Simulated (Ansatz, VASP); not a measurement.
## C in VASP and in Ansatz

```
C
1.0
     2.46653    0.00000    0.00000
    -1.23327    2.13608    0.00000
     0.25396    0.00000    8.46545
C
4
Direct
  0.00000 0.00000 0.25000
  0.00000 0.00000 0.75000
  0.33333 0.66667 0.25000
  0.66667 0.33333 0.75000
```

Change from the starting cell: shear of c along a, cell held, atoms relaxed: +3.0 %.

Alike in both runs: functional PBE; k mesh 24 × 24 × 6; occupations gaussian, width 0.1 eV; no spin polarisation.

Ansatz relaxed the structure, and its values are those at the end. VASP's run is a single point on that final structure, the one shown.

|  | VASP | Ansatz |
| --- | --- | --- |
| version | VASP 6.6.1 | Ansatz 0.2.0 |
| potentials or method | VASP PAW PBE potentials, release 64 (C), cutoff 520 eV | scalar-relativistic, plane waves, PAW |
| valence electrons in the cell | 16 | 16 |

```csv
,VASP,Ansatz,Ansatz less VASP
gap on the k mesh at the Fermi level (eV),none,none,-
pressure (GPa),0.4,0.0,-0.35
```

A gap of «none» marks a metal or a gap that the smearing closes. Ansatz's warnings: stress scf threshold loose.
